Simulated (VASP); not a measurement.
# AlCo (CsCl type) (Pm-3m) in VASP: further runs

Runs on AlCo (CsCl type). Level: HSE06. Tasks: single point.

Program: VASP 6.6.1. These are calculated values, not measurements. Logs are shortened: lines on timing, memory, paths and dates and some standing lists are left out, and cuts for length are marked.

**1. The cell of the first run**

Symmetry: Pm-3m, No. 221, cubic system. Conventional cell: a = 2.802 Å, b = 2.802 Å, c = 2.802 Å, α = 90.00°, β = 90.00°, γ = 90.00°. Within 3.2 Å of Co (site symmetry m-3m) lie 8 Al at 2.43 Å and 6 Co at 2.80 Å. Within 3.2 Å of Al (site symmetry m-3m) lie 8 Co at 2.43 Å and 6 Al at 2.80 Å.

**2. Single point, HSE06**

Contents of POSCAR:

```
AlCo
1.0
    2.8016855816      0.0000000000      0.0000000000
    0.0000000000      2.8016855816      0.0000000000
    0.0000000000      0.0000000000      2.8016855816
Co Al
1 1
Direct
    0.0000000000      0.0000000000      0.0000000000
    0.5000000000      0.5000000000      0.5000000000
```

Contents of INCAR.step1:

```
PREC = Accurate ; ENCUT = 520
EDIFF = 1E-5 ; ISMEAR = -1
SIGMA = 0.1 ; LREAL = F
LASPH = T ; NELM = 100
ALGO = Normal ; ISIF = 2
LWAVE = T ; NBANDS = 13
GGA = PE
```

Contents of INCAR.step2:

```
PREC = Accurate ; ENCUT = 520
EDIFF = 1E-7 ; ISMEAR = -1
SIGMA = 0.1 ; LREAL = F
LASPH = T ; NELM = 100
ALGO = Normal ; ISIF = 2
LWAVE = F ; LCHARG = T
GGA = PE ; LHFCALC = T
HFSCREEN = 0.2079 ; PRECFOCK = Normal
LELF = T ; LVHAR = T
NBANDS = 13 ; ISTART = 1
```

Contents of KPOINTS:

```
regular mesh
0
Gamma
  4 4 4
```

Potentials or basis: VASP PAW PBE potentials, release 64 (Co, Al).

The run is started by

```bash
cat potpaw_PBE.64/Co/POTCAR potpaw_PBE.64/Al/POTCAR > POTCAR
cp INCAR.step1 INCAR
mpirun -np 1 vasp_std > vasp.out
cp INCAR.step2 INCAR
mpirun -np 1 vasp_std > vasp.out
```

OUTCAR:

```text
PREC = Accurate
   ENCUT = 520
   EDIFF = 1E-7
   ISMEAR = -1
   LREAL = F
   LASPH = T
   NELM = 100
   ISIF = 2
   GGA = PE
   LHFCALC = T
   HFSCREEN = 0.2079
   PRECFOCK = Normal
   ISTART = 1

 ion  position               nearest neighbor table
   1  0.000  0.000  0.000-   2 2.43   2 2.43   2 2.43   2 2.43   2 2.43   2 2.43   2 2.43   2 2.43

   2  0.500  0.500  0.500-   1 2.43   1 2.43   1 2.43   1 2.43   1 2.43   1 2.43   1 2.43   1 2.43

  LATTYP: Found a simple cubic cell.
 ALAT       =     2.8016855816

  Lattice vectors:

 A1 = (   2.8016855816,   0.0000000000,   0.0000000000)
 A2 = (   0.0000000000,   2.8016855816,   0.0000000000)
 A3 = (   0.0000000000,   0.0000000000,   2.8016855816)

Analysis of symmetry for initial positions (statically):
=====================================================================
 Subroutine PRICEL returns:
 Original cell was already a primitive cell.

 Routine SETGRP: Setting up the symmetry group for a
 simple cubic supercell.

 Subroutine GETGRP returns: Found 48 space group operations
 (whereof 48 operations were pure point group operations)
 out of a pool of 48 trial point group operations.

The static configuration has the point symmetry O_h .

Analysis of symmetry for dynamics (positions and initial velocities):
=====================================================================
 Subroutine PRICEL returns:
 Original cell was already a primitive cell.

 Routine SETGRP: Setting up the symmetry group for a
 simple cubic supercell.

 Subroutine GETGRP returns: Found 48 space group operations
 (whereof 48 operations were pure point group operations)
 out of a pool of 48 trial point group operations.

The dynamic configuration has the point symmetry O_h .

 Subroutine INISYM returns: Found 48 space group operations
 (whereof 48 operations are pure point group operations),
 and found     1 'primitive' translations

----------------------------------------------------------------------------------------

                                     Primitive cell

  volume of cell :      21.9917

  direct lattice vectors                    reciprocal lattice vectors
     2.801685582  0.000000000  0.000000000     0.356927989  0.000000000  0.000000000
     0.000000000  2.801685582  0.000000000     0.000000000  0.356927989  0.000000000
     0.000000000  0.000000000  2.801685582     0.000000000  0.000000000  0.356927989
[... 85 lines left out ...]
   EFERMI_NEDOS =   21; number of points for ismear=-14 and -15
   IALGO  =     38    algorithm
   IMIX   =      1    mixing-type and parameters
     AMIX     =   0.40;   BMIX     =  1.00
     AMIX_MAG =   1.60;   BMIX_MAG =  1.00
  volume/ion in A,a.u.               =      11.00        74.20
  Fermi-wavevector in a.u.,A,eV,Ry     =   1.337773  2.528025 24.349494  1.789637
  Thomas-Fermi vector in A             =   2.466296
   LORBIT       =      0    0 simple, 1 ext, 2 COOP (PROOUT), +10 PAW based schemes
   GGA     = PE    functional components
   LHFCALC =     T    Hartree Fock is set to
   PRECFOCK=normal    Normal, Fast or Accurate (Low or Medium for compatibility)
   ENCUT4O =  -1.0   cutoff for four orbital integrals eV
   NKREDX  =     1    reduce k-point grid by
   NKREDY  =     1    reduce k-point grid by
   NKREDZ  =     1    reduce k-point grid by
   AEXX    =    0.2500 exact exchange contribution
   HFSCREEN=    0.2079 screening length (either q_TF or 0.3 A-1)
   HFSCREENC=   0.2079 screening length for correlation (either q_TF or 0.3 A-1)
   ENCUTFOCK=  -1.0 apply spherical cutoff to Coloumb kernel
   IVDW    =     0    specifies the selected vdW correction
   LEPSILON=     F    determine dielectric tensor
   LRPA    =     F    only Hartree local field effects (RPA)
 non-spin polarized calculation
  energy-cutoff  :      520.00
  volume of cell :       21.99
 maximum number of plane-waves:       624
 NGX is ok and might be reduce to    24
  NGX = 16; NGY = 16; NGZ = 16

 number of electron      12.0000000 magnetization

 Free energy of the ion-electron system (eV)
  ---------------------------------------------------
  ext. energy  EPLUGINS =         0.00000000
  ---------------------------------------------------
  free energy    TOTEN  =       -14.06471095 eV

  energy without entropy =      -14.03526955  energy(sigma->0) =      -14.04999025

 E-fermi :  11.0709     XC(G=0): -10.2070

 val. band max:       10.7749592308   @ k =   0.5000   0.5000   0.2500
 cond. band min:      11.0946576551   @ k =   0.5000   0.5000   0.5000
 fundamental gap:      0.3196984243
 Fermi energy:        11.0709149287

 k-point     1 :       0.0000    0.0000    0.0000
  band No.  band energies     occupation
      1      -1.7583      2.00000
      2       7.1900      2.00000
      3       7.1900      2.00000
      4       8.6094      2.00000
      5       8.6094      2.00000
      6       8.6094      2.00000
      7      18.1384      0.00000
      8      18.1384      0.00000
      9      18.1384      0.00000
     10      21.2569      0.00000
     11      21.2569      0.00000
     12      28.6948      0.00000
     13      34.9718      0.00000
[... 130 lines left out ...]
  band No.  band energies     occupation
      1       5.4114      2.00000
      2       5.4114      2.00000
      3       5.4114      2.00000
      4      11.0947      0.88184
      5      11.0947      0.88180
      6      13.7561      0.00000
      7      13.7561      0.00000
      8      13.7561      0.00000
      9      16.4469      0.00000
     10      16.9922      0.00000
     11      16.9922      0.00000
     12      16.9922      0.00000
     13      22.1535      0.00000

------------------------ aborting loop because EDIFF is reached ----------------------------------------

  FORCE on cell =-STRESS in cart. coord.  units (eV):
  Direction    XX          YY          ZZ          XY          YZ          ZX
  --------------------------------------------------------------------------------------
  -------------------------------------------------------------------------------------
  Total        0.4765445      0.4765445      0.4765445      0.0000000     -0.0000000      0.0000000
  in kB       34.7180894     34.7180894     34.7180894      0.0000000     -0.0000000      0.0000000
  external PRESSURE =      34.7180894 kB  Pullay stress =       0.0000000 kB

 VOLUME and BASIS-vectors are now :
 -----------------------------------------------------------------------------
  energy-cutoff  :      520.00
  volume of cell :       21.99
      direct lattice vectors                 reciprocal lattice vectors
     2.801685582  0.000000000  0.000000000     0.356927989  0.000000000  0.000000000
     0.000000000  2.801685582  0.000000000     0.000000000  0.356927989  0.000000000
     0.000000000  0.000000000  2.801685582     0.000000000  0.000000000  0.356927989

 POSITION                                       TOTAL-FORCE (eV/Angst)
 -----------------------------------------------------------------------------------
      0.00000      0.00000      0.00000         0.000000      0.000000      0.000000
      1.40084      1.40084      1.40084         0.000000      0.000000      0.000000
 -----------------------------------------------------------------------------------
    total drift:                               -0.000023     -0.000024     -0.000024

  FREE ENERGIE OF THE ION-ELECTRON SYSTEM (eV)
  ---------------------------------------------------
  free  energy   TOTEN  =       -14.0647109461 eV

  energy  without entropy=      -14.0352695504  energy(sigma->0) =      -14.04999025
```

It took 95 s on 1 thread of Intel Xeon 6975P-C (Granite Rapids), shared host; peak memory 0.24 GiB.

Results:

```
Free energy            : -14.0647 eV
Pressure               : 3.5 GPa
Band gap on the k mesh : zero (band 6 reaches 13.76 eV, above the bottom of band 7 at 11.14 eV)
```

Levels at points of the mesh, in eV from the Fermi level:
| k point | band 4 | band 5 | band 6 | band 7 | band 8 | band 9 |
| --- | --- | --- | --- | --- | --- | --- |
| (0.00, 0.00, 0.00) | -2.46 | -2.46 | -2.46 | 7.07 | 7.07 | 7.07 |
| (0.50, 0.00, 0.00) | -3.41 | -3.18 | -2.35 | 0.78 | 9.40 | 12.06 |
| (0.50, 0.50, 0.00) | -3.21 | -3.20 | -3.20 | 0.11 | 3.46 | 3.84 |
| (0.50, 0.50, 0.50) | 0.02 | 0.02 | 2.69 | 2.69 | 2.69 | 5.38 |

Caveat: the k points lie up to 0.56 Å⁻¹ apart; the PAW data sets were made with another functional, which shifts forces and pressure a little. Spin polarisation is off, so any magnetic state and its effect on volume and gap are missing.

**3. Single point, HSE06**

This run uses another cell than the first one, of 11.34 Å³/atom, 1.032 times its volume.

Contents of POSCAR:

```
AlCo
1.0
    2.8308719069      0.0000000000      0.0000000000
    0.0000000000      2.8308719069      0.0000000000
    0.0000000000      0.0000000000      2.8308719069
Co Al
1 1
Direct
    0.0000000000      0.0000000000      0.0000000000
    0.5000000000      0.5000000000      0.5000000000
```

Contents of INCAR.step1:

```
SYSTEM = AlCo
  ALGO = Normal
  EDIFF = 1E-5
  ENCUT = 520
  GGA = PE
  ISIF = 2
  ISMEAR = -1
  LASPH = .True.
  LCHARG = .False.
  LREAL = .False.
  LWAVE = .True.
  NBANDS = 13
  NELM = 60
  PREC = Accurate
  SIGMA = 0.1
```

Contents of INCAR.step2:

```
SYSTEM = AlCo
  ALGO = Normal
  EDIFF = 1E-6
  ENCUT = 520
  GGA = PE
  HFSCREEN = 0.2079
  ISIF = 2
  ISMEAR = -1
  ISTART = 1
  LASPH = .True.
  LCHARG = .False.
  LHFCALC = .True.
  LREAL = .False.
  LWAVE = .False.
  NBANDS = 13
  NELM = 60
  PREC = Accurate
  PRECFOCK = Normal
  SIGMA = 0.1
```

Contents of KPOINTS:

```
k-points
0
Gamma
  4 4 4
  0 0 0
```

Potentials or basis: VASP PAW PBE potentials, release 64 (Co, Al).

The run is started by

```bash
cat potpaw_PBE.64/Co/POTCAR potpaw_PBE.64/Al/POTCAR > POTCAR
cp INCAR.step1 INCAR
mpirun -np 1 vasp_std > vasp.out
cp INCAR.step2 INCAR
mpirun -np 1 vasp_std > vasp.out
```

Wall time 88 s (1 thread of Intel Xeon 6975P-C (Granite Rapids), shared host); peak memory 0.24 GiB.

Results (log left out):

```yaml
Free_energy: -14.0657 eV
Pressure: -2.8 GPa
Band_gap_on_the_k_mesh: zero (band 6 reaches 13.33 eV, above the bottom of band 7 at 10.73 eV)
```

Levels at points of the mesh, in eV from the Fermi level:
| k point | band 4 | band 5 | band 6 | band 7 | band 8 | band 9 |
| --- | --- | --- | --- | --- | --- | --- |
| (0.00, 0.00, 0.00) | -2.42 | -2.42 | -2.42 | 6.88 | 6.88 | 6.88 |
| (0.50, 0.00, 0.00) | -3.33 | -3.05 | -2.32 | 0.75 | 9.34 | 11.85 |
| (0.50, 0.50, 0.00) | -3.15 | -3.13 | -3.13 | 0.11 | 3.34 | 3.61 |
| (0.50, 0.50, 0.50) | 0.02 | 0.02 | 2.67 | 2.67 | 2.67 | 5.04 |

Caveat: the k points lie up to 0.55 Å⁻¹ apart; the PAW data sets were made with another functional, which shifts forces and pressure a little.

**4. Single point, HSE06**

This run uses another cell than the first one, of 11.69 Å³/atom, 1.063 times its volume.

Contents of POSCAR:

```
AlCo
1.0
    2.8594685081      0.0000000000      0.0000000000
    0.0000000000      2.8594685081      0.0000000000
    0.0000000000      0.0000000000      2.8594685081
Co Al
1 1
Direct
    0.0000000000      0.0000000000      0.0000000000
    0.5000000000      0.5000000000      0.5000000000
```

Contents of INCAR.step1:

```
SYSTEM = AlCo
ALGO     = Normal         ! electronic algorithm
EDIFF    = 1E-5           ! SCF threshold, eV
ENCUT    = 520            ! plane-wave cutoff, eV
GGA      = PE             ! functional
ISIF     = 2              ! what is computed and relaxed
ISMEAR   = -1             ! smearing method
LASPH    = .TRUE.         ! aspherical terms in the spheres
LCHARG   = .FALSE.        ! write CHGCAR
LREAL    = .FALSE.        ! projectors in reciprocal space
LWAVE    = .TRUE.         ! write WAVECAR
NBANDS   = 13             ! bands
NELM     = 60             ! most SCF steps
PREC     = Accurate       ! precision mode
SIGMA    = 0.1            ! smearing width, eV
```

Contents of INCAR.step2:

```
SYSTEM = AlCo
ALGO     = Normal         ! electronic algorithm
EDIFF    = 1E-6           ! SCF threshold, eV
ENCUT    = 520            ! plane-wave cutoff, eV
GGA      = PE             ! functional
HFSCREEN = 0.2079         ! screening, 1/A
ISIF     = 2              ! what is computed and relaxed
ISMEAR   = -1             ! smearing method
ISTART   = 1            
LASPH    = .TRUE.         ! aspherical terms in the spheres
LCHARG   = .FALSE.        ! write CHGCAR
LHFCALC  = .TRUE.         ! exact exchange
LREAL    = .FALSE.        ! projectors in reciprocal space
LWAVE    = .FALSE.        ! write WAVECAR
NBANDS   = 13             ! bands
NELM     = 60             ! most SCF steps
PREC     = Accurate       ! precision mode
PRECFOCK = Normal       
SIGMA    = 0.1            ! smearing width, eV
```

Contents of KPOINTS:

```
k-points
0
G
  4 4 4
  0 0 0
```

The run is started by

```bash
cat potpaw_PBE.64/Co/POTCAR potpaw_PBE.64/Al/POTCAR > POTCAR
cp INCAR.step1 INCAR
mpirun -np 1 vasp_std > vasp.out
cp INCAR.step2 INCAR
mpirun -np 1 vasp_std > vasp.out
```

It took 79 s on 1 thread of Intel Xeon 6975P-C (Granite Rapids), shared host; peak memory 0.24 GiB.

The run converged. Its results:

* Free energy: -14.0414 eV
* Pressure: -8.3 GPa
* Band gap on the k mesh: zero (band 6 reaches 12.93 eV, above the bottom of band 7 at 10.34 eV)

Levels at points of the mesh, in eV from the Fermi level:
| k point | band 3 | band 4 | band 5 | band 6 | band 7 | band 8 | band 9 | band 10 |
| --- | --- | --- | --- | --- | --- | --- | --- | --- |
| (0.00, 0.00, 0.00) | -3.57 | -2.39 | -2.39 | -2.39 | 6.70 | 6.70 | 6.70 | 9.87 |
| (0.50, 0.00, 0.00) | -3.26 | -3.26 | -2.93 | -2.29 | 0.72 | 9.27 | 11.66 | 11.66 |
| (0.50, 0.50, 0.00) | -3.09 | -3.09 | -3.06 | -3.06 | 0.11 | 3.22 | 3.39 | 13.78 |
| (0.50, 0.50, 0.50) | -5.36 | 0.02 | 0.02 | 2.66 | 2.66 | 2.66 | 4.73 | 5.53 |

Caveat: the k points lie up to 0.55 Å⁻¹ apart; the PAW data sets were made with another functional, which shifts forces and pressure a little. Spin polarisation is off, so any magnetic state and its effect on volume and gap are missing.

(Part 1 of 2 ends here.)
